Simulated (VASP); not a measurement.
# Cu (P6_3/mmc) in VASP: settings compared

Aim: see how the results for Cu move with the level of theory and the settings. Levels: LDA, HSE06. Tasks: single point.

Everything below comes from runs of VASP 6.6.1. Logs are shortened: lines on timing, memory, paths and dates and some standing lists are left out, and cuts for length are marked.

## 1. The cell of the first run

It takes space group P6_3/mmc (No. 194, hexagonal). Conventional cell: a = 2.534 Å, b = 2.534 Å, c = 4.113 Å, α = 90.00°, β = 90.00°, γ = 120.00°. Cu (site symmetry -6m2) has 12 Cu at 2.52 to 2.53 Å within 3.3 Å.

## 2. Single point, LDA

File INCAR:

```
SYSTEM = Cu
PREC = Accurate
ENCUT = 700
EDIFF = 1E-6
ISMEAR = -1
SIGMA = 0.05
LREAL = .FALSE.
LASPH = .TRUE.
NELM = 120
ALGO = Normal
ISIF = 2
LWAVE = .FALSE.
LCHARG = .FALSE.
GGA = CA
NBANDS = 26
GGA_COMPAT = .FALSE.
```

File KPOINTS:

```
Automatic mesh
0
G
  7 7 4
  0 0 0
```

File POSCAR:

```
Cu
1.0
    2.5340966698      0.0000000000      0.0000000000
   -1.2670483349      2.1945920917      0.0000000000
    0.0000000000      0.0000000000      4.1125710000
Cu
2
Direct
    0.6666666667      0.3333333333      0.7500000000
    0.3333333333      0.6666666667      0.2500000000
```

Potentials or basis: VASP PAW LDA potentials, release 64 (Cu_sv_GW).

Launch:

```
$ cat potpaw_LDA.64/Cu_sv_GW/POTCAR > POTCAR
$ mpirun -np 1 vasp_std > vasp.out
```

OUTCAR:

```text
SYSTEM = Cu
   PREC = Accurate
   ENCUT = 700
   EDIFF = 1E-6
   ISMEAR = -1
   LREAL = .FALSE.
   LASPH = .TRUE.
   NELM = 120
   ISIF = 2
   GGA = CA

 ion  position               nearest neighbor table
   1  0.667  0.333  0.750-   2 2.52   2 2.52   2 2.52   2 2.52   2 2.52   2 2.52
   2  0.333  0.667  0.250-   1 2.52   1 2.52   1 2.52   1 2.52   1 2.52   1 2.52

  LATTYP: Found a hexagonal cell.
 ALAT       =     2.5340966698
 C/A-ratio  =     1.6228942838

  Lattice vectors:

 A1 = (   2.5340966698,   0.0000000000,   0.0000000000)
 A2 = (  -1.2670483349,   2.1945920917,   0.0000000000)
 A3 = (   0.0000000000,   0.0000000000,   4.1125710000)

Analysis of symmetry for initial positions (statically):
=====================================================================
 Subroutine PRICEL returns:
 Original cell was already a primitive cell.

 Routine SETGRP: Setting up the symmetry group for a
 hexagonal supercell.

 Subroutine GETGRP returns: Found 24 space group operations
 (whereof 12 operations were pure point group operations)
 out of a pool of 24 trial point group operations.

The static configuration has the point symmetry D_3d.
 The point group associated with its full space group is D_6h.

Analysis of symmetry for dynamics (positions and initial velocities):
=====================================================================
 Subroutine PRICEL returns:
 Original cell was already a primitive cell.

 Routine SETGRP: Setting up the symmetry group for a
 hexagonal supercell.

 Subroutine GETGRP returns: Found 24 space group operations
 (whereof 12 operations were pure point group operations)
 out of a pool of 24 trial point group operations.

The dynamic configuration has the point symmetry D_3d.
 The point group associated with its full space group is D_6h.

 Subroutine INISYM returns: Found 24 space group operations
 (whereof 12 operations are pure point group operations),
 and found     1 'primitive' translations

----------------------------------------------------------------------------------------

                                     Primitive cell

  volume of cell :      22.8713

  direct lattice vectors                    reciprocal lattice vectors
     2.534096670  0.000000000  0.000000000     0.394617937  0.227832772  0.000000000
    -1.267048335  2.194592092  0.000000000     0.000000000  0.455665544  0.000000000
     0.000000000  0.000000000  4.112571000     0.000000000  0.000000000  0.243156896

  length of vectors
     2.534096670  2.534096670  4.112571000     0.455665544  0.455665544  0.243156896

  position of ions in fractional coordinates (direct lattice)
     0.666666667  0.333333333  0.750000000
     0.333333333  0.666666667  0.250000000

  ion indices of the primitive-cell ions
   primitive index   ion index
                 1           1
                 2           2

----------------------------------------------------------------------------------------

 KPOINTS: Automatic mesh

Automatic generation of k-mesh.
 Grid dimensions read from file:
 generate k-points for:    7    7    4

 Generating k-lattice:

  Cartesian coordinates                     Fractional coordinates (reciprocal lattice)
     0.056373991  0.032547539  0.000000000     0.142857143 -0.000000000  0.000000000
     0.000000000  0.065095078  0.000000000     0.000000000  0.142857143  0.000000000
     0.000000000  0.000000000  0.060789224     0.000000000  0.000000000  0.250000000

  Length of vectors
     0.065095078  0.065095078  0.060789224

  Shift w.r.t. Gamma in fractional coordinates (k-lattice)
     0.000000000  0.000000000  0.000000000

 Subroutine IBZKPT returns following result:
 ===========================================

 Found     24 irreducible k-points:

 Following reciprocal coordinates:
            Coordinates               Weight
  0.000000  0.000000  0.000000      1.000000
  0.142857 -0.000000  0.000000      6.000000
  0.285714 -0.000000  0.000000      6.000000
  0.428571 -0.000000  0.000000      6.000000
  0.142857  0.142857  0.000000      6.000000
  0.285714  0.142857  0.000000     12.000000
[... 16 lines left out ...]
  0.428571  0.142857  0.500000      6.000000
  0.285714  0.285714  0.500000      6.000000
   k-points           NKPTS =     24   k-points in BZ     NKDIM =     24   number of bands    NBANDS=     26
   number of dos      NEDOS =    301   number of ions     NIONS =      2
   total plane-waves  NPLWV =  20736
   dimension x,y,z NGX =    24 NGY =   24 NGZ =   36
   dimension x,y,z NGXF=    48 NGYF=   48 NGZF=   72
   ions per type =               2
   NGX,Y,Z   is equivalent  to a cutoff of  15.74, 15.74, 14.55 a.u.
   NGXF,Y,Z  is equivalent  to a cutoff of  31.49, 31.49, 29.11 a.u.
 SYSTEM =  Cu
   PREC   = accura    normal or accurate (medium, high low for compatibility)
   ISTART =      0    job   : 0-new  1-cont  2-samecut
   ICHARG =      2    charge: 1-file 2-atom 10-const
   ISPIN  =      1    spin polarized calculation?
   LNONCOLLINEAR =      F non collinear calculations
   LSORBIT =      F    spin-orbit coupling
   LASPH  =      T    aspherical Exc in radial PAW
   ENCUT  =  700.0 eV  51.45 Ry    7.17 a.u.   5.47  5.47  8.87*2*pi/ulx,y,z
   NELM   =    120;   NELMIN=  2; NELMDL= -5     # of ELM steps
   EDIFF  = 0.1E-05   stopping-criterion for ELM
   LREAL  =      F    real-space projection
   EDIFFG = 0.1E-04   stopping-criterion for IOM
   NSW    =      0    number of steps for IOM
   IBRION =     -1    ionic relax: 0-MD 1-quasi-New 2-CG
   NFREE  =      0    steps in history (QN), initial steepest desc. (CG)
   ISIF   =      2    stress and relaxation
   ISYM   =      2    0-nonsym 1-usesym 2-fastsym
   POTIM  = 0.5000    time-step for ionic-motion
   TEBEG  =    0.0;   TEEND  =   0.0 temperature during run
   PSTRESS=    0.0 pullay stress
   NELECT =      38.0000    total number of electrons
   NUPDOWN=      -1.0000    fix difference up-down
   EMIN   =  10.00;   EMAX   =-10.00  energy-range for DOS
   EFERMI =   0.00;   METHOD = LEGACY
   ISMEAR =    -1;   SIGMA  =   0.05  broadening in eV -4-tet -1-fermi 0-gaus
   EFERMI_NEDOS =   21; number of points for ismear=-14 and -15
   IALGO  =     38    algorithm
   IMIX   =      4    mixing-type and parameters
     AMIX     =   0.40;   BMIX     =  1.00
     AMIX_MAG =   1.60;   BMIX_MAG =  1.00
  volume/ion in A,a.u.               =      11.44        77.17
  Fermi-wavevector in a.u.,A,eV,Ry     =   1.938977  3.664134 51.152874  3.759630
  Thomas-Fermi vector in A             =   2.969205
   LORBIT       =      0    0 simple, 1 ext, 2 COOP (PROOUT), +10 PAW based schemes
   GGA     = CA    functional components
   LHFCALC =     F    Hartree Fock is set to
   AEXX    =    0.0000 exact exchange contribution
   IVDW    =     0    specifies the selected vdW correction
   LEPSILON=     F    determine dielectric tensor
   LRPA    =     F    only Hartree local field effects (RPA)
 non-spin polarized calculation
  energy-cutoff  :      700.00
  volume of cell :       22.87
 maximum number of plane-waves:       989
 NGX is ok and might be reduce to    24
   NGX = 11   NGY = 11   NGZ = 17

 number of electron      38.0000004 magnetization

 Free energy of the ion-electron system (eV)
  ---------------------------------------------------
  ext. energy  EPLUGINS =         0.00000000
  ---------------------------------------------------
  free energy    TOTEN  =        -9.70970614 eV

  energy without entropy =       -9.70492581  energy(sigma->0) =       -9.70731597

 E-fermi :   7.4625     XC(G=0): -14.0324

 val. band max:        7.4210859562   @ k =   0.4286  -0.0000   0.5000
 cond. band min:       7.7985707995   @ k =   0.1429   0.1429   0.2500
 fundamental gap:      0.3774848433
 Fermi energy:         7.4624506844

 k-point     1 :       0.0000    0.0000    0.0000
  band No.  band energies     occupation
      1    -103.9745      2.00000
      2    -103.9545      2.00000
      3     -62.0142      2.00000
      4     -61.8885      2.00000
      5     -61.8852      2.00000
      6     -61.8852      2.00000
[... 18 lines left out ...]
     25      31.2914      0.00000
     26      31.4368      0.00000

 k-point     2 :       0.1429   -0.0000    0.0000
  band No.  band energies     occupation
      1    -103.9705      2.00000
      2    -103.9531      2.00000
      3     -62.0063      2.00000
      4     -61.9024      2.00000
      5     -61.8915      2.00000
      6     -61.8907      2.00000
[... 18 lines left out ...]
     25      30.6963      0.00000
     26      32.2130      0.00000

 k-point     3 :       0.2857   -0.0000    0.0000
  band No.  band energies     occupation
      1    -103.9635      2.00000
      2    -103.9510      2.00000
      3     -61.9872      2.00000
      4     -61.9419      2.00000
      5     -61.9234      2.00000
      6     -61.9035      2.00000
[... 18 lines left out ...]
     25      25.1304      0.00000
     26      27.8079      0.00000

 k-point     4 :       0.4286   -0.0000    0.0000
  band No.  band energies     occupation
      1    -103.9560      2.00000
      2    -103.9490      2.00000
      3     -61.9725      2.00000
      4     -61.9647      2.00000
      5     -61.9540      2.00000
      6     -61.9149      2.00000
[... 18 lines left out ...]
     25      20.9647      0.00000
     26      26.9626      0.00000
[... 496 lines left out ...]
      1    -103.9538      2.00000
      2    -103.9538      2.00000
      3     -61.9763      2.00000
      4     -61.9763      2.00000
      5     -61.9189      2.00000
      6     -61.9189      2.00000
[... 18 lines left out ...]
     25      24.3386      0.00000
     26      24.3386      0.00000

 k-point    23 :       0.4286    0.1429    0.5000
  band No.  band energies     occupation
      1    -103.9523      2.00000
      2    -103.9523      2.00000
      3     -61.9867      2.00000
      4     -61.9867      2.00000
      5     -61.9238      2.00000
      6     -61.9238      2.00000
[... 18 lines left out ...]
     25      26.1989      0.00000
     26      26.2219      0.00000

 k-point    24 :       0.2857    0.2857    0.5000
  band No.  band energies     occupation
      1    -103.9514      2.00000
      2    -103.9514      2.00000
      3     -61.9778      2.00000
      4     -61.9778      2.00000
      5     -61.9352      2.00000
      6     -61.9352      2.00000
[... 18 lines left out ...]
     25      26.8610      0.00000
     26      26.8614      0.00000

------------------------ aborting loop because EDIFF is reached ----------------------------------------

  FORCE on cell =-STRESS in cart. coord.  units (eV):
  Direction    XX          YY          ZZ          XY          YZ          ZX
  --------------------------------------------------------------------------------------
  -------------------------------------------------------------------------------------
  Total       -1.8726825     -1.8726825     -1.7051698      0.0000000      0.0000000      0.0000000
  in kB     -131.1850503   -131.1850503   -119.4504549      0.0000000      0.0000000      0.0000000
  external PRESSURE =    -127.2735185 kB  Pullay stress =       0.0000000 kB

 VOLUME and BASIS-vectors are now :
 -----------------------------------------------------------------------------
  energy-cutoff  :      700.00
  volume of cell :       22.87
      direct lattice vectors                 reciprocal lattice vectors
     2.534096670  0.000000000  0.000000000     0.394617937  0.227832772  0.000000000
    -1.267048335  2.194592092  0.000000000     0.000000000  0.455665544  0.000000000
     0.000000000  0.000000000  4.112571000     0.000000000  0.000000000  0.243156896

 POSITION                                       TOTAL-FORCE (eV/Angst)
 -----------------------------------------------------------------------------------
      1.26705      0.73153      3.08443         0.000000      0.000000      0.000000
     -0.00000      1.46306      1.02814        -0.000000     -0.000000      0.000000
 -----------------------------------------------------------------------------------
    total drift:                               -0.000001      0.000000     -0.000000

  FREE ENERGIE OF THE ION-ELECTRON SYSTEM (eV)
  ---------------------------------------------------
  free  energy   TOTEN  =        -9.7097061373 eV

  energy  without entropy=       -9.7049258102  energy(sigma->0) =       -9.70731597
```

It took 40 s on 1 thread of AMD EPYC 7R13 (Zen 3), shared host; peak memory 0.12 GiB.

Results:

| Quantity | Value |
| --- | --- |
| Free energy | -9.7097 eV |
| Pressure | -12.7 GPa |
| Band gap on the k mesh | zero (band 19 reaches 10.05 eV, above the bottom of band 20 at 5.59 eV) |

Caveat: the k points lie up to 0.41 Å⁻¹ apart.

## 3. Single point, HSE06

This run uses another cell than the first one, of 12.11 Å³/atom, 1.059 times its volume.

File POSCAR:

```
Cu
1.0
    2.5946017876      0.0000000000      0.0000000000
   -1.2973008938      2.2469910607      0.0000000000
    0.0000000000      0.0000000000      4.1555164241
Cu
2
Direct
    0.6666666667      0.3333333333      0.7500000000
    0.3333333333      0.6666666667      0.2500000000
```

File INCAR.step1:

```
PREC = Accurate
ENCUT = 520
EDIFF = 1E-5
ISMEAR = -1
SIGMA = 0.05
LREAL = False
LASPH = True
NELM = 60
ALGO = Normal
ISIF = 2
LWAVE = True
NBANDS = 18
GGA = PE
```

File INCAR.step2:

```
PREC = Accurate
ENCUT = 520
EDIFF = 1E-6
ISMEAR = -1
SIGMA = 0.05
LREAL = False
LASPH = True
NELM = 60
ALGO = Normal
ISIF = 2
LWAVE = False
LCHARG = True
GGA = PE
LHFCALC = True
HFSCREEN = 0.2079
PRECFOCK = Normal
LELF = True
LVHAR = True
NBANDS = 18
ISTART = 1
```

File KPOINTS:

```
regular mesh
0
Gamma
  6 6 4
```

Potentials or basis: VASP PAW PBE potentials, release 64 (Cu).

Launch:

```
$ cat potpaw_PBE.64/Cu/POTCAR > POTCAR
$ cp INCAR.step1 INCAR
$ mpirun -np 1 vasp_std > vasp.out
$ cp INCAR.step2 INCAR
$ mpirun -np 1 vasp_std > vasp.out
```

Run time: 19 min. Hardware: 1 thread of Intel Xeon Platinum 8488C (Sapphire Rapids), shared host; peak memory 0.24 GiB.

It converged, with:

```
Free energy            : -7.2316 eV
Pressure               : 0.2 GPa
Band gap on the k mesh : zero (band 11 reaches 11.54 eV, above the bottom of band 12 at 3.82 eV)
```

Levels at points of the mesh, in eV from the Fermi level:
```csv
k point,band 8,band 9,band 10,band 11,band 12,band 13,band 14,band 15
"(0.00, 0.00, 0.00)",-3.50,-3.50,-2.59,-2.59,-0.35,5.01,22.38,22.93
"(0.50, 0.00, 0.00)",-2.53,-2.44,-2.41,0.13,2.05,9.06,9.60,12.00
"(0.00, 0.00, 0.50)",-4.00,-2.86,-2.86,-2.86,-2.86,14.37,14.37,23.11
"(0.50, 0.00, 0.50)",-2.66,-2.44,-2.44,1.09,1.09,5.82,5.82,17.37
```

Caveat: the k points lie up to 0.47 Å⁻¹ apart; the PAW data sets were made with another functional, which shifts forces and pressure a little.

## 4. Single point, LDA

File INCAR:

```
SYSTEM = Cu
PREC = Accurate ; ENCUT = 700
EDIFF = 1E-6 ; ISMEAR = 0
SIGMA = 0.05 ; LREAL = .FALSE.
LASPH = .TRUE. ; NELM = 120
ALGO = Normal ; ISIF = 2
LWAVE = .FALSE. ; LCHARG = .FALSE.
GGA = CA ; NBANDS = 26
GGA_COMPAT = .FALSE.
```

File KPOINTS:

```
Automatic mesh
0
G
  10 10 6
  0 0 0
```

File POSCAR:

```
Cu
1.0
    2.5340966698      0.0000000000      0.0000000000
   -1.2670483349      2.1945920917      0.0000000000
    0.0000000000      0.0000000000      4.1125710000
Cu
2
Direct
    0.6666666667      0.3333333333      0.7500000000
    0.3333333333      0.6666666667      0.2500000000
```

Potentials or basis: VASP PAW LDA potentials, release 64 (Cu_sv_GW).

Launch:

```
$ cat potpaw_LDA.64/Cu_sv_GW/POTCAR > POTCAR
$ mpirun -np 1 vasp_std > vasp.out
```

Wall time 36 s (1 thread of Intel Xeon Platinum 8259CL at 2.50GHz (Skylake/Cascade Lake), shared host); peak memory 0.18 GiB.

The run converged. Its results:

```yaml
Free_energy: -9.6509 eV
Pressure: -11.8 GPa
Band_gap_on_the_k_mesh: zero (band 19 reaches 10.69 eV, above the bottom of band 20 at 5.60 eV)
```

Stress tensor (GPa, compression positive):
```
-11.69   0.00   0.00
  0.00 -11.69   0.00
  0.00   0.00 -11.93
```

Levels at points of the mesh, in eV from the Fermi level:
```tsv
k point	band 15	band 16	band 17	band 18	band 19	band 20	band 21	band 22	band 23	band 24
(0.00, 0.00, 0.00)	-2.77	-2.49	-2.49	-1.67	-1.67	-0.98	4.05	21.72	22.01	22.01
(0.50, 0.00, 0.00)	-2.73	-1.58	-1.51	-1.47	0.07	1.66	7.98	8.35	11.06	11.34
(0.00, 0.00, 0.50)	-3.05	-3.05	-1.91	-1.91	-1.91	-1.91	12.93	12.93	22.41	22.41
(0.50, 0.00, 0.50)	-1.87	-1.87	-1.51	-1.51	0.51	0.51	5.05	5.05	16.34	16.34
```

(Part 1 of 2 ends here.)
